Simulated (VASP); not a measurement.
# Al3GaAs4 (P-43m) in VASP: further runs

Al3GaAs4 is run at these levels: PBE; tasks: relaxation of cell and atoms.

Everything below comes from runs of VASP 6.6.1. Logs are shortened: lines on timing, memory, paths and dates and some standing lists are left out, and cuts for length are marked.

**1. The cell of the first run**

It takes space group P-43m (No. 215, cubic). The conventional cell has a = 5.281 Å, b = 5.281 Å, c = 5.281 Å, α = 90.00°, β = 90.00°, γ = 90.00°. Al (site symmetry -42m) has 4 As at 2.27 Å within 3.0 Å. Ga (site symmetry -43m) has 4 As at 2.34 Å within 3.1 Å. As (site symmetry 3m) has 3 Al at 2.27 Å and 1 Ga at 2.34 Å within 3.0 Å.

**2. Relaxation of cell and atoms, PBE**

INCAR

```
ALGO     = Normal         # electronic algorithm
EDIFF    = 1E-6           # SCF threshold, eV
EDIFFG   = -0.05          # ionic threshold
ENCUT    = 600            # plane-wave cutoff, eV
GGA      = PE             # functional
IBRION   = 2              # ionic algorithm
ISIF     = 3              # what is computed and relaxed
ISMEAR   = 0              # smearing method
LASPH    = T              # aspherical terms in the spheres
LCHARG   = F              # write CHGCAR
LREAL    = F              # projectors in reciprocal space
LWAVE    = F              # write WAVECAR
NELM     = 80             # most SCF steps
NSW      = 100            # ionic steps
PREC     = Accurate       # precision mode
SIGMA    = 0.1            # smearing width, eV
```

KPOINTS

```
k-points
0
Gamma
  4 4 4
```

POSCAR

```
Al3GaAs4
1.0
    5.2805815186      0.0000000000      0.0000000000
    0.0000000000      5.2805815186      0.0000000000
    0.0000000000      0.0000000000      5.2805815186
Al Ga As
3 1 4
Direct
    0.5000000000      0.5000000000      0.0000000000
    0.5000000000      0.0000000000      0.5000000000
    0.0000000000      0.5000000000      0.5000000000
    0.0000000000      0.0000000000      0.0000000000
    0.7441634300      0.7441634300      0.2558365700
    0.7441634300      0.2558365700      0.7441634300
    0.2558365700      0.7441634300      0.7441634300
    0.2558365700      0.2558365700      0.2558365700
```

Potentials or basis: VASP PAW PBE potentials, release 64 (Al, Ga_d, As).

Launch:

```console
cat potpaw_PBE.64/Al/POTCAR potpaw_PBE.64/Ga_d/POTCAR potpaw_PBE.64/As/POTCAR > POTCAR
mpirun -np 1 vasp_std > vasp.out
```

OUTCAR:

```text
EDIFF = 1E-6
   EDIFFG = -0.05
   ENCUT = 600
   GGA = PE
   IBRION = 2
   ISIF = 3
   ISMEAR = 0
   LASPH = T
   LREAL = F
   NELM = 80
   NSW = 100
   PREC = Accurate

 ion  position               nearest neighbor table
   1  0.500  0.500  0.000-   5 2.27   6 2.27   7 2.27   8 2.27
   2  0.500  0.000  0.500-   5 2.27   6 2.27   7 2.27   8 2.27
   3  0.000  0.500  0.500-   5 2.27   6 2.27   7 2.27   8 2.27
   4  0.000  0.000  0.000-   5 2.34   6 2.34   7 2.34   8 2.34
   5  0.744  0.744  0.256-   1 2.27   2 2.27   3 2.27   4 2.34
   6  0.744  0.256  0.744-   1 2.27   2 2.27   3 2.27   4 2.34
   7  0.256  0.744  0.744-   1 2.27   2 2.27   3 2.27   4 2.34
   8  0.256  0.256  0.256-   1 2.27   2 2.27   3 2.27   4 2.34

  LATTYP: Found a simple cubic cell.
 ALAT       =     5.2805815186

  Lattice vectors:

 A1 = (   5.2805815186,   0.0000000000,   0.0000000000)
 A2 = (   0.0000000000,   5.2805815186,   0.0000000000)
 A3 = (   0.0000000000,   0.0000000000,   5.2805815186)

Analysis of symmetry for initial positions (statically):
=====================================================================
 Subroutine PRICEL returns:
 Original cell was already a primitive cell.

 Routine SETGRP: Setting up the symmetry group for a
 simple cubic supercell.

 Subroutine GETGRP returns: Found 24 space group operations
 (whereof 24 operations were pure point group operations)
 out of a pool of 48 trial point group operations.

The static configuration has the point symmetry T_d .

Analysis of symmetry for dynamics (positions and initial velocities):
=====================================================================
 Subroutine PRICEL returns:
 Original cell was already a primitive cell.

 Routine SETGRP: Setting up the symmetry group for a
 simple cubic supercell.

 Subroutine GETGRP returns: Found 24 space group operations
 (whereof 24 operations were pure point group operations)
 out of a pool of 48 trial point group operations.

The dynamic configuration has the point symmetry T_d .

 Subroutine INISYM returns: Found 24 space group operations
 (whereof 24 operations are pure point group operations),
 and found     1 'primitive' translations

----------------------------------------------------------------------------------------

                                     Primitive cell

  volume of cell :     147.2466

  direct lattice vectors                    reciprocal lattice vectors
     5.280581519  0.000000000  0.000000000     0.189373083  0.000000000  0.000000000
     0.000000000  5.280581519  0.000000000     0.000000000  0.189373083  0.000000000
     0.000000000  0.000000000  5.280581519     0.000000000  0.000000000  0.189373083

  length of vectors
     5.280581519  5.280581519  5.280581519     0.189373083  0.189373083  0.189373083

  position of ions in fractional coordinates (direct lattice)
     0.500000000  0.500000000  0.000000000
     0.500000000  0.000000000  0.500000000
     0.000000000  0.500000000  0.500000000
     0.000000000  0.000000000  0.000000000
     0.744163430  0.744163430  0.255836570
     0.744163430  0.255836570  0.744163430
     0.255836570  0.744163430  0.744163430
     0.255836570  0.255836570  0.255836570

  ion indices of the primitive-cell ions
   primitive index   ion index
                 1           1
                 2           2
                 3           3
                 4           4
                 5           5
                 6           6
                 7           7
                 8           8

----------------------------------------------------------------------------------------

 KPOINTS: k-points

Automatic generation of k-mesh.
 Grid dimensions read from file:
 generate k-points for:    4    4    4

 Generating k-lattice:

  Cartesian coordinates                     Fractional coordinates (reciprocal lattice)
     0.047343271  0.000000000  0.000000000     0.250000000  0.000000000  0.000000000
     0.000000000  0.047343271  0.000000000     0.000000000  0.250000000  0.000000000
     0.000000000  0.000000000  0.047343271     0.000000000  0.000000000  0.250000000

  Length of vectors
     0.047343271  0.047343271  0.047343271

  Shift w.r.t. Gamma in fractional coordinates (k-lattice)
     0.000000000  0.000000000  0.000000000

 Subroutine IBZKPT returns following result:
 ===========================================

 Found     10 irreducible k-points:

 Following reciprocal coordinates:
            Coordinates               Weight
  0.000000  0.000000  0.000000      1.000000
  0.250000  0.000000  0.000000      6.000000
  0.500000  0.000000  0.000000      3.000000
  0.250000  0.250000  0.000000     12.000000
  0.500000  0.250000  0.000000     12.000000
  0.500000  0.500000  0.000000      3.000000
  0.250000  0.250000  0.250000      8.000000
  0.500000  0.250000  0.250000     12.000000
  0.500000  0.500000  0.250000      6.000000
  0.500000  0.500000  0.500000      1.000000
   k-points           NKPTS =     10   k-points in BZ     NKDIM =     10   number of bands    NBANDS=     26
   number of dos      NEDOS =    301   number of ions     NIONS =      8
   total plane-waves  NPLWV =  74088
   dimension x,y,z NGX =    42 NGY =   42 NGZ =   42
   dimension x,y,z NGXF=    84 NGYF=   84 NGZF=   84
   ions per type =               3   1   4
   NGX,Y,Z   is equivalent  to a cutoff of  13.22, 13.22, 13.22 a.u.
   NGXF,Y,Z  is equivalent  to a cutoff of  26.45, 26.45, 26.45 a.u.
 SYSTEM =  unknown system
   PREC   = accura    normal or accurate (medium, high low for compatibility)
   ISTART =      0    job   : 0-new  1-cont  2-samecut
   ICHARG =      2    charge: 1-file 2-atom 10-const
   ISPIN  =      1    spin polarized calculation?
   LNONCOLLINEAR =      F non collinear calculations
   LSORBIT =      F    spin-orbit coupling
   LASPH  =      T    aspherical Exc in radial PAW
   ENCUT  =  600.0 eV  44.10 Ry    6.64 a.u.  10.55 10.55 10.55*2*pi/ulx,y,z
   NELM   =     80;   NELMIN=  2; NELMDL= -5     # of ELM steps
   EDIFF  = 0.1E-05   stopping-criterion for ELM
   LREAL  =      F    real-space projection
   EDIFFG = -.5E-01   stopping-criterion for IOM
   NSW    =    100    number of steps for IOM
   IBRION =      2    ionic relax: 0-MD 1-quasi-New 2-CG
   NFREE  =      1    steps in history (QN), initial steepest desc. (CG)
   ISIF   =      3    stress and relaxation
   ISYM   =      2    0-nonsym 1-usesym 2-fastsym
   POTIM  = 0.5000    time-step for ionic-motion
   TEBEG  =    0.0;   TEEND  =   0.0 temperature during run
   PSTRESS=    0.0 pullay stress
   NELECT =      42.0000    total number of electrons
   NUPDOWN=      -1.0000    fix difference up-down
   EMIN   =  10.00;   EMAX   =-10.00  energy-range for DOS
   EFERMI =   0.00;   METHOD = LEGACY
   ISMEAR =     0;   SIGMA  =   0.10  broadening in eV -4-tet -1-fermi 0-gaus
   EFERMI_NEDOS =   21; number of points for ismear=-14 and -15
   IALGO  =     38    algorithm
   IMIX   =      4    mixing-type and parameters
     AMIX     =   0.40;   BMIX     =  1.00
     AMIX_MAG =   1.60;   BMIX_MAG =  1.00
  volume/ion in A,a.u.               =      18.41       124.21
  Fermi-wavevector in a.u.,A,eV,Ry     =   1.077646  2.036456 15.800734  1.161321
  Thomas-Fermi vector in A             =   2.213563
   LORBIT       =      0    0 simple, 1 ext, 2 COOP (PROOUT), +10 PAW based schemes
   GGA     = PE    functional components
   LHFCALC =     F    Hartree Fock is set to
   AEXX    =    0.0000 exact exchange contribution
   IVDW    =     0    specifies the selected vdW correction
   LEPSILON=     F    determine dielectric tensor
   LRPA    =     F    only Hartree local field effects (RPA)
 conjugate gradient relaxation of ions
 non-spin polarized calculation
 Gauss-broadening in eV      SIGMA  =   0.10
  energy-cutoff  :      600.00
  volume of cell :      147.25
 maximum number of plane-waves:      4945
   NGX = 21   NGY = 21   NGZ = 21

--------------------------------------- Ionic step        1  -------------------------------------------

 number of electron      42.0000014 magnetization

 Free energy of the ion-electron system (eV)
  ---------------------------------------------------
  ext. energy  EPLUGINS =         0.00000000
  ---------------------------------------------------
  free energy    TOTEN  =       -33.40679246 eV

  energy without entropy =      -33.40679246  energy(sigma->0) =      -33.40679246

 E-fermi :   6.2899     XC(G=0): -10.0472

 val. band max:        5.7916951458   @ k =   0.0000   0.0000   0.0000
 cond. band min:       6.9988223055   @ k =   0.0000   0.0000   0.0000
 fundamental gap:      1.2071271596
 Fermi energy:         6.2899348659

 k-point     1 :       0.0000    0.0000    0.0000
  band No.  band energies     occupation
      1      -8.9123      2.00000
      2      -8.9123      2.00000
      3      -8.9123      2.00000
      4      -8.7960      2.00000
      5      -8.7960      2.00000
      6      -7.5804      2.00000
[... 18 lines left out ...]
     25       7.0706      0.00000
     26       8.2960      0.00000
[... 449 lines left out ...]
 POSITION                                       TOTAL-FORCE (eV/Angst)
 -----------------------------------------------------------------------------------
      2.86609      2.86609     -0.00000         0.000000      0.000000      0.000000
      2.86609     -0.00000      2.86609         0.000000      0.000000      0.000000
     -0.00000      2.86609      2.86609         0.000000      0.000000      0.000000
     -0.00000     -0.00000      5.73218         0.000000      0.000000      0.000000
      4.28749      4.28749      1.44469         0.071507      0.071507     -0.071507
      4.28749      1.44469      4.28749         0.071507     -0.071507      0.071507
      1.44469      4.28749      4.28749        -0.071507      0.071507      0.071507
      1.44469      1.44469      1.44469        -0.071507     -0.071507     -0.071507
 -----------------------------------------------------------------------------------
    total drift:                                0.000000      0.000000      0.000000

  FREE ENERGIE OF THE ION-ELECTRON SYSTEM (eV)
  ---------------------------------------------------
  free  energy   TOTEN  =       -36.4079660616 eV

  energy  without entropy=      -36.4079660616  energy(sigma->0) =      -36.40796606

--------------------------------------- Ionic step        6  -------------------------------------------

 number of electron      42.0000028 magnetization

 Free energy of the ion-electron system (eV)
  ---------------------------------------------------
  ext. energy  EPLUGINS =         0.00000000
  ---------------------------------------------------
  free energy    TOTEN  =       -36.41047716 eV

  energy without entropy =      -36.41047716  energy(sigma->0) =      -36.41047716

 E-fermi :   4.0265     XC(G=0):  -9.0270

 val. band max:        3.5633018883   @ k =   0.0000   0.0000   0.0000
 cond. band min:       4.5946733638   @ k =   0.5000   0.5000   0.5000
 fundamental gap:      1.0313714755
 Fermi energy:         4.0265270426

 k-point     1 :       0.0000    0.0000    0.0000
  band No.  band energies     occupation
      1     -10.8942      2.00000
      2     -10.8942      2.00000
      3     -10.8942      2.00000
      4     -10.8278      2.00000
      5     -10.8278      2.00000
      6      -8.2840      2.00000
[... 18 lines left out ...]
     25       5.0959      0.00000
     26       5.4746      0.00000
[... 281 lines left out ...]
 POSITION                                       TOTAL-FORCE (eV/Angst)
 -----------------------------------------------------------------------------------
      2.86509      2.86509     -0.00000        -0.000000      0.000000     -0.000000
      2.86509     -0.00000      2.86509        -0.000000     -0.000000     -0.000000
     -0.00000      2.86509      2.86509        -0.000000     -0.000000     -0.000000
      0.00000      0.00000     -0.00000        -0.000000     -0.000000     -0.000000
      4.29219      4.29219      1.43798         0.002476      0.002476     -0.002476
      4.29219      1.43798      4.29219         0.002476     -0.002476      0.002476
      1.43798      4.29219      4.29219        -0.002476      0.002476      0.002476
      1.43798      1.43798      1.43798        -0.002476     -0.002476     -0.002476
 -----------------------------------------------------------------------------------
    total drift:                                0.000000      0.000000      0.000000

  FREE ENERGIE OF THE ION-ELECTRON SYSTEM (eV)
  ---------------------------------------------------
  free  energy   TOTEN  =       -36.4104771562 eV

  energy  without entropy=      -36.4104771562  energy(sigma->0) =      -36.41047716

 reached required accuracy - stopping structural energy minimisation
```

Wall time 90 s (1 thread of AMD EPYC 9R45 (Zen 5), shared host); peak memory 0.26 GiB.

Results:

```yaml
Free_energy: -36.4105 eV
Relaxed_volume: 23.52 Å³/atom
Relaxed_cell: a = 5.730 Å, b = 5.730 Å, c = 5.730 Å, α = 90.00°, β = 90.00°, γ = 90.00°
Space_group_after_relaxing_to_0.1_Å: P-43m (No. 215)
Energy_gained_by_relaxing: 375.5 meV/atom
Ionic_steps: 6
Pressure_after_relaxing: 0.2 GPa
Largest_force_after_relaxing: 0.004 eV/Å
Band_gap_on_the_k_mesh: 1.03 eV (least direct gap 1.17 eV)
```

Forces in eV/Å, atoms in the order of the input:
```
Al   0.000  0.000  0.000
Al   0.000  0.000  0.000
Al   0.000  0.000  0.000
Ga   0.000  0.000  0.000
As   0.002  0.002 -0.002
As   0.002 -0.002  0.002
As  -0.002  0.002  0.002
As  -0.002 -0.002 -0.002
```

The path:
| step | energy change (eV) | largest force (eV/Å) | pressure (GPa) | volume (Å³) |
| --- | --- | --- | --- | --- |
| 1 | 0.0000 | 0.8744 | 28.08 | 147.25 |
| 2 | -1.8632 | 0.0366 | -7.94 | 227.25 |
| 3 | -2.9948 | 0.2209 | -0.18 | 189.44 |
| 4 | -2.9944 | 0.2296 | 0.13 | 188.53 |
| 5 | -3.0012 | 0.1239 | 0.19 | 188.35 |
| 6 | -3.0037 | 0.0043 | 0.25 | 188.15 |

Final structure:
```yaml
crystal:
  lattice:
    - [5.73017, 0.00000, 0.00000]
    - [0.00000, 5.73017, 0.00000]
    - [0.00000, 0.00000, 5.73017]
  atoms:
    - { symbol: Al, position: [0.50000, 0.50000, 0.00000] }
    - { symbol: Al, position: [0.50000, 0.00000, 0.50000] }
    - { symbol: Al, position: [0.00000, 0.50000, 0.50000] }
    - { symbol: Ga, position: [0.00000, 0.00000, 0.00000] }
    - { symbol: As, position: [0.74905, 0.74905, 0.25095] }
    - { symbol: As, position: [0.74905, 0.25095, 0.74905] }
    - { symbol: As, position: [0.25095, 0.74905, 0.74905] }
    - { symbol: As, position: [0.25095, 0.25095, 0.25095] }
```

Levels at points of the mesh, in eV from the valence-band top:
```csv
k point,band 19,band 20,band 21,band 22,band 23,band 24
"(0.00, 0.00, 0.00)",0.00,0.00,0.00,1.17,1.53,1.53
"(0.50, 0.00, 0.00)",-1.40,-1.31,-1.31,2.30,2.54,3.45
"(0.50, 0.50, 0.00)",-0.90,-0.90,-0.90,2.81,3.24,3.24
"(0.50, 0.50, 0.50)",-0.80,-0.80,-0.80,1.03,1.99,1.99
```

Caveat: the volume moved by over 15 % at a fixed basis, so the end points are rough.

**3. Relaxation of cell and atoms, PBE**

This run uses another cell than the first one, of 23.53 Å³/atom.

INCAR

```
SYSTEM = Al3GaAs4
PREC = Accurate ; ENCUT = 600
EDIFF = 1E-7 ; ISMEAR = 0
SIGMA = 0.02 ; LREAL = .False.
LASPH = .True. ; NELM = 100
ALGO = Normal ; ISIF = 3
LWAVE = .False. ; LCHARG = .False.
GGA = PE ; IBRION = 2
NSW = 100 ; EDIFFG = -0.005
```

KPOINTS

```
Automatic mesh
0
Gamma
  6 6 6
  0 0 0
```

POSCAR

```
Al3GaAs4
1.0
    5.7314492762      0.0000000000      0.0000000000
    0.0000000000      5.7314492762      0.0000000000
    0.0000000000      0.0000000000      5.7314492762
Al Ga As
3 1 4
Direct
    0.5000000000      0.5000000000      0.0000000000
    0.5000000000      0.0000000000      0.5000000000
    0.0000000000      0.5000000000      0.5000000000
    0.0000000000      0.0000000000      0.0000000000
    0.7491151878      0.7491151878      0.2508848122
    0.7491151878      0.2508848122      0.7491151878
    0.2508848122      0.7491151878      0.7491151878
    0.2508848122      0.2508848122      0.2508848122
```

Potentials or basis: VASP PAW PBE potentials, release 64 (Al, Ga_d, As).

Launch:

```console
cat potpaw_PBE.64/Al/POTCAR potpaw_PBE.64/Ga_d/POTCAR potpaw_PBE.64/As/POTCAR > POTCAR
mpirun -np 1 vasp_std > vasp.out
```

It took 2 min on 1 thread of AMD EPYC 9R45 (Zen 5), shared host; peak memory 0.38 GiB.

It converged, with:

```
Free energy                           : -36.4236 eV
Relaxed volume                        : 23.61 Å³/atom
Relaxed cell                          : a = 5.737 Å, b = 5.737 Å, c = 5.737 Å, α = 90.00°, β = 90.00°, γ = 90.00°
Space group after relaxing (to 0.1 Å) : P-43m (No. 215)
Energy gained by relaxing             : 0.0 meV/atom
Ionic steps                           : 3
Pressure after relaxing               : 0.0 GPa
Band gap on the k mesh                : 1.02 eV (least direct gap 1.15 eV)
```

Forces in eV/Å, atoms in the order of the input:
```
Al   0.000  0.000  0.000
Al   0.000  0.000  0.000
Al   0.000  0.000  0.000
Ga   0.000  0.000  0.000
As  -0.002 -0.002  0.002
As  -0.002  0.002 -0.002
As   0.002 -0.002 -0.002
As   0.002  0.002  0.002
```

Step by step:
| step | energy change (eV) | largest force (eV/Å) | pressure (GPa) | volume (Å³) |
| --- | --- | --- | --- | --- |
| 1 | 0.0000 | 0.0034 | 0.21 | 188.28 |
| 2 | -0.0003 | 0.0029 | -0.09 | 189.13 |
| 3 | -0.0004 | 0.0030 | 0.00 | 188.87 |

Final structure:
```
Al Ga As
1.0
     5.73748    0.00000    0.00000
     0.00000    5.73748    0.00000
     0.00000    0.00000    5.73748
Al Ga As
3 1 4
Cartesian
  2.8687 2.8687 0.0000
  2.8687 0.0000 2.8687
  0.0000 2.8687 2.8687
  0.0000 0.0000 0.0000
  4.2980 4.2980 1.4395
  4.2980 1.4395 4.2980
  1.4395 4.2980 4.2980
  1.4395 1.4395 1.4395
```

Levels at points of the mesh, in eV from the valence-band top:
```
           k point  band 19  band 20  band 21  band 22  band 23  band 24
(0.00, 0.00, 0.00)     0.00     0.00     0.00     1.15     1.54     1.54
(0.50, 0.00, 0.00)    -1.39    -1.30    -1.30     2.30     2.54     3.44
(0.50, 0.50, 0.00)    -0.90    -0.90    -0.90     2.80     3.23     3.23
(0.50, 0.50, 0.50)    -0.79    -0.79    -0.79     1.02     1.97     1.97
```

A k mesh can miss the band edges.
